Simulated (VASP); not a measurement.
# K2S (Fm-3m) in VASP: notebook

The runs below take K2S through single point, with r2SCAN.

Program: VASP 6.6.1. These are calculated values, not measurements. Logs are shortened: lines on timing, memory, paths and dates and some standing lists are left out, and cuts for length are marked.

## Step 1: The cell of the first run

It takes space group Fm-3m (No. 225, cubic). Conventional cell: a = 7.331 Å, b = 7.331 Å, c = 7.331 Å, α = 90.00°, β = 90.00°, γ = 90.00°. Within 4.2 Å of K (site symmetry -43m) lie 4 S at 3.17 Å and 6 K at 3.67 Å. Within 4.2 Å of S (site symmetry m-3m) lie 8 K at 3.17 Å.

## Step 2: Single point, r2SCAN (32.83 Å³/atom)

POSCAR reads:

```
K2S
1.0
    0.0000000000      3.6653149159      3.6653149159
    3.6653149159      0.0000000000      3.6653149159
    3.6653149159      3.6653149159      0.0000000000
K S
2 1
Direct
    0.2500000000      0.2500000000      0.2500000000
    0.7500000000      0.7500000000      0.7500000000
    0.0000000000      0.0000000000      0.0000000000
```

INCAR.step1 reads:

```
ALGO = Normal
EDIFF = 1E-5
ENCUT = 550
GGA = PE
GGA_COMPAT = F
ISMEAR = 0
LASPH = T
LCHARG = F
LREAL = F
LWAVE = T
NBANDS = 19
NELM = 120
PREC = Accurate
SIGMA = 0.01
```

INCAR.step2 reads:

```
ALGO = Normal
EDIFF = 1E-6
ENCUT = 550
GGA_COMPAT = F
ISIF = 2
ISMEAR = 0
ISTART = 1
LASPH = T
LCHARG = F
LMIXTAU = T
LREAL = F
LWAVE = F
METAGGA = R2SCAN
NBANDS = 19
NELM = 120
PREC = Accurate
SIGMA = 0.01
```

KPOINTS reads:

```
k-points
0
Gamma
  6 6 6
```

Potentials or basis: VASP PAW PBE potentials, release 64 (K_sv, S).

Run with:

```bash
$ cat potpaw_PBE.64/K_sv/POTCAR potpaw_PBE.64/S/POTCAR > POTCAR
$ cp INCAR.step1 INCAR
$ mpirun -np 1 vasp_std > vasp.out
$ cp INCAR.step2 INCAR
$ mpirun -np 1 vasp_std > vasp.out
```

OUTCAR:

```text
EDIFF = 1E-6
   ENCUT = 550
   ISIF = 2
   ISMEAR = 0
   ISTART = 1
   LASPH = T
   LREAL = F
   METAGGA = R2SCAN
   NELM = 120
   PREC = Accurate

 ion  position               nearest neighbor table
   1  0.250  0.250  0.250-   3 3.17   3 3.17   3 3.17   3 3.17   2 3.67   2 3.67   2 3.67   2 3.67
                             2 3.67   2 3.67
   2  0.750  0.750  0.750-   3 3.17   3 3.17   3 3.17   3 3.17   1 3.67   1 3.67   1 3.67   1 3.67
                             1 3.67   1 3.67
   3  0.000  0.000  0.000-   2 3.17   2 3.17   2 3.17   1 3.17   2 3.17   1 3.17   1 3.17   1 3.17

  LATTYP: Found a face centered cubic cell.
 ALAT       =     7.3306298318

  Lattice vectors:

 A1 = (   0.0000000000,   3.6653149159,   3.6653149159)
 A2 = (   3.6653149159,   0.0000000000,   3.6653149159)
 A3 = (   3.6653149159,   3.6653149159,   0.0000000000)

Analysis of symmetry for initial positions (statically):
=====================================================================
 Subroutine PRICEL returns:
 Original cell was already a primitive cell.

 Routine SETGRP: Setting up the symmetry group for a
 face centered cubic supercell.

 Subroutine GETGRP returns: Found 48 space group operations
 (whereof 48 operations were pure point group operations)
 out of a pool of 48 trial point group operations.

The static configuration has the point symmetry O_h .

Analysis of symmetry for dynamics (positions and initial velocities):
=====================================================================
 Subroutine PRICEL returns:
 Original cell was already a primitive cell.

 Routine SETGRP: Setting up the symmetry group for a
 face centered cubic supercell.

 Subroutine GETGRP returns: Found 48 space group operations
 (whereof 48 operations were pure point group operations)
 out of a pool of 48 trial point group operations.

The dynamic configuration has the point symmetry O_h .

 Subroutine INISYM returns: Found 48 space group operations
 (whereof 48 operations are pure point group operations),
 and found     1 'primitive' translations

----------------------------------------------------------------------------------------

                                     Primitive cell

  volume of cell :      98.4836

  direct lattice vectors                    reciprocal lattice vectors
     0.000000000  3.665314916  3.665314916    -0.136413927  0.136413927  0.136413927
     3.665314916  0.000000000  3.665314916     0.136413927 -0.136413927  0.136413927
     3.665314916  3.665314916  0.000000000     0.136413927  0.136413927 -0.136413927

  length of vectors
     5.183538064  5.183538064  5.183538064     0.236275852  0.236275852  0.236275852

  position of ions in fractional coordinates (direct lattice)
     0.250000000  0.250000000  0.250000000
     0.750000000  0.750000000  0.750000000
     0.000000000  0.000000000  0.000000000

  ion indices of the primitive-cell ions
   primitive index   ion index
                 1           1
                 2           2
                 3           3

----------------------------------------------------------------------------------------

 KPOINTS: k-points

Automatic generation of k-mesh.
 Grid dimensions read from file:
 generate k-points for:    6    6    6

 Generating k-lattice:

  Cartesian coordinates                     Fractional coordinates (reciprocal lattice)
    -0.022735654  0.022735654  0.022735654     0.166666667  0.000000000  0.000000000
     0.022735654 -0.022735654  0.022735654     0.000000000  0.166666667  0.000000000
     0.022735654  0.022735654 -0.022735654     0.000000000  0.000000000  0.166666667

  Length of vectors
     0.039379309  0.039379309  0.039379309

  Shift w.r.t. Gamma in fractional coordinates (k-lattice)
     0.000000000  0.000000000  0.000000000

 Subroutine IBZKPT returns following result:
 ===========================================

 Found     16 irreducible k-points:

 Following reciprocal coordinates:
            Coordinates               Weight
  0.000000  0.000000  0.000000      1.000000
  0.166667  0.000000  0.000000      8.000000
  0.333333  0.000000  0.000000      8.000000
  0.500000  0.000000  0.000000      4.000000
  0.166667  0.166667  0.000000      6.000000
  0.333333  0.166667  0.000000     24.000000
[... 8 lines left out ...]
 -0.333333  0.333333  0.166667     24.000000
 -0.333333  0.500000  0.166667     12.000000
   k-points           NKPTS =     16   k-points in BZ     NKDIM =     16   number of bands    NBANDS=     19
   number of dos      NEDOS =    301   number of ions     NIONS =      3
   total plane-waves  NPLWV =  64000
   dimension x,y,z NGX =    40 NGY =   40 NGZ =   40
   dimension x,y,z NGXF=    80 NGYF=   80 NGZF=   80
   ions per type =               2   1
   NGX,Y,Z   is equivalent  to a cutoff of  12.83, 12.83, 12.83 a.u.
   NGXF,Y,Z  is equivalent  to a cutoff of  25.66, 25.66, 25.66 a.u.
 SYSTEM =  unknown system
   PREC   = accura    normal or accurate (medium, high low for compatibility)
   ISTART =      1    job   : 0-new  1-cont  2-samecut
   ICHARG =      0    charge: 1-file 2-atom 10-const
   ISPIN  =      1    spin polarized calculation?
   LNONCOLLINEAR =      F non collinear calculations
   LSORBIT =      F    spin-orbit coupling
   LASPH  =      T    aspherical Exc in radial PAW
   ENCUT  =  550.0 eV  40.42 Ry    6.36 a.u.   9.91  9.91  9.91*2*pi/ulx,y,z
   NELM   =    120;   NELMIN=  2; NELMDL=  0     # of ELM steps
   EDIFF  = 0.1E-05   stopping-criterion for ELM
   LREAL  =      F    real-space projection
   EDIFFG = 0.1E-04   stopping-criterion for IOM
   NSW    =      0    number of steps for IOM
   IBRION =     -1    ionic relax: 0-MD 1-quasi-New 2-CG
   NFREE  =      0    steps in history (QN), initial steepest desc. (CG)
   ISIF   =      2    stress and relaxation
   ISYM   =      2    0-nonsym 1-usesym 2-fastsym
   POTIM  = 0.5000    time-step for ionic-motion
   TEBEG  =    0.0;   TEEND  =   0.0 temperature during run
   PSTRESS=    0.0 pullay stress
   NELECT =      24.0000    total number of electrons
   NUPDOWN=      -1.0000    fix difference up-down
   EMIN   =  10.00;   EMAX   =-10.00  energy-range for DOS
   EFERMI =   0.00;   METHOD = LEGACY
   ISMEAR =     0;   SIGMA  =   0.01  broadening in eV -4-tet -1-fermi 0-gaus
   EFERMI_NEDOS =   21; number of points for ismear=-14 and -15
   IALGO  =     38    algorithm
   IMIX   =      4    mixing-type and parameters
     AMIX     =   0.40;   BMIX     =  1.00
     AMIX_MAG =   1.60;   BMIX_MAG =  1.00
  volume/ion in A,a.u.               =      32.83       221.53
  Fermi-wavevector in a.u.,A,eV,Ry     =   1.022564  1.932366 14.226765  1.045638
  Thomas-Fermi vector in A             =   2.156250
   LORBIT       =      0    0 simple, 1 ext, 2 COOP (PROOUT), +10 PAW based schemes
   METAGGA = R2SCAN    functional components
   LHFCALC =     F    Hartree Fock is set to
   AEXX    =    0.0000 exact exchange contribution
   IVDW    =     0    specifies the selected vdW correction
   LEPSILON=     F    determine dielectric tensor
   LRPA    =     F    only Hartree local field effects (RPA)
 non-spin polarized calculation
 Gauss-broadening in eV      SIGMA  =   0.01
  energy-cutoff  :      550.00
  volume of cell :       98.48
 maximum number of plane-waves:      2899
   NGX = 19   NGY = 19   NGZ = 19

 number of electron      23.9999998 magnetization

 Free energy of the ion-electron system (eV)
  ---------------------------------------------------
  ext. energy  EPLUGINS =         0.00000000
  ---------------------------------------------------
  free energy    TOTEN  =       -23.80636006 eV

  energy without entropy =      -23.80636006  energy(sigma->0) =      -23.80636006

 E-fermi :  -0.4379     XC(G=0):  -7.8326

 val. band max:       -0.5056341885   @ k =   0.5000   0.5000   0.0000
 cond. band min:       2.3292289616   @ k =   0.0000   0.0000   0.0000
 fundamental gap:      2.8348631501
 Fermi energy:        -0.4379156407

 k-point     1 :       0.0000    0.0000    0.0000
  band No.  band energies     occupation
      1     -30.9065      2.00000
      2     -30.8162      2.00000
      3     -13.7356      2.00000
      4     -13.7356      2.00000
      5     -13.7356      2.00000
      6     -13.4840      2.00000
[... 11 lines left out ...]
     18       7.5996      0.00000
     19       8.7360      0.00000

 k-point     2 :       0.1667    0.0000    0.0000
  band No.  band energies     occupation
      1     -30.9001      2.00000
      2     -30.8220      2.00000
      3     -13.7305      2.00000
      4     -13.7211      2.00000
      5     -13.7211      2.00000
      6     -13.5337      2.00000
[... 11 lines left out ...]
     18       7.7658      0.00000
     19       8.2455      0.00000

 k-point     3 :       0.3333    0.0000    0.0000
  band No.  band energies     occupation
      1     -30.8830      2.00000
      2     -30.8379      2.00000
      3     -13.7309      2.00000
      4     -13.6799      2.00000
      5     -13.6799      2.00000
      6     -13.6156      2.00000
[... 11 lines left out ...]
     18       7.8469      0.00000
     19       7.8469      0.00000

 k-point     4 :       0.5000    0.0000    0.0000
  band No.  band energies     occupation
      1     -30.8602      2.00000
      2     -30.8601      2.00000
      3     -13.7444      2.00000
      4     -13.6405      2.00000
      5     -13.6251      2.00000
      6     -13.6251      2.00000
[... 231 lines left out ...]
     18       7.7725      0.00000
     19       8.2056      0.00000

 k-point    15 :      -0.3333    0.3333    0.1667
  band No.  band energies     occupation
      1     -30.8598      2.00000
      2     -30.8597      2.00000
      3     -13.9111      2.00000
      4     -13.8048      2.00000
      5     -13.6314      2.00000
      6     -13.6285      2.00000
[... 11 lines left out ...]
     18       7.4622      0.00000
     19       8.3257      0.00000

 k-point    16 :      -0.3333    0.5000    0.1667
  band No.  band energies     occupation
      1     -30.8671      2.00000
      2     -30.8522      2.00000
      3     -13.9549      2.00000
      4     -13.8249      2.00000
      5     -13.7169      2.00000
      6     -13.5369      2.00000
[... 11 lines left out ...]
     18       7.6893      0.00000
     19       8.2081      0.00000

------------------------ aborting loop because EDIFF is reached ----------------------------------------

  FORCE on cell =-STRESS in cart. coord.  units (eV):
  Direction    XX          YY          ZZ          XY          YZ          ZX
  --------------------------------------------------------------------------------------
  -------------------------------------------------------------------------------------
  Total        0.4293950      0.4293950      0.4293950      0.0000000     -0.0000000      0.0000000
  in kB        6.9855988      6.9855988      6.9855988      0.0000000     -0.0000000      0.0000000
  external PRESSURE =       6.9855988 kB  Pullay stress =       0.0000000 kB

 VOLUME and BASIS-vectors are now :
 -----------------------------------------------------------------------------
  energy-cutoff  :      550.00
  volume of cell :       98.48
      direct lattice vectors                 reciprocal lattice vectors
     0.000000000  3.665314916  3.665314916    -0.136413927  0.136413927  0.136413927
     3.665314916  0.000000000  3.665314916     0.136413927 -0.136413927  0.136413927
     3.665314916  3.665314916  0.000000000     0.136413927  0.136413927 -0.136413927

 POSITION                                       TOTAL-FORCE (eV/Angst)
 -----------------------------------------------------------------------------------
      1.83266      1.83266      1.83266         0.000000     -0.000000     -0.000000
      5.49797      5.49797      5.49797         0.000000      0.000000      0.000000
      0.00000      0.00000      0.00000        -0.000000     -0.000000     -0.000000
 -----------------------------------------------------------------------------------
    total drift:                               -0.000000     -0.000000      0.000000

  FREE ENERGIE OF THE ION-ELECTRON SYSTEM (eV)
  ---------------------------------------------------
  free  energy   TOTEN  =       -23.8063600609 eV

  energy  without entropy=      -23.8063600609  energy(sigma->0) =      -23.80636006
```

It took 3.3 min on 1 thread of Intel Xeon Platinum 8175M at 2.50GHz (Skylake/Cascade Lake), shared host; peak memory 0.26 GiB.

Results:

| Quantity | Value |
| --- | --- |
| Free energy | -23.8064 eV |
| Pressure | 0.7 GPa |
| Band gap on the k mesh | 2.83 eV (least direct gap 3.06 eV) |

Caveat: the PAW data sets were made with another functional, which shifts forces and pressure a little.

(Part 1 of 2 ends here.)
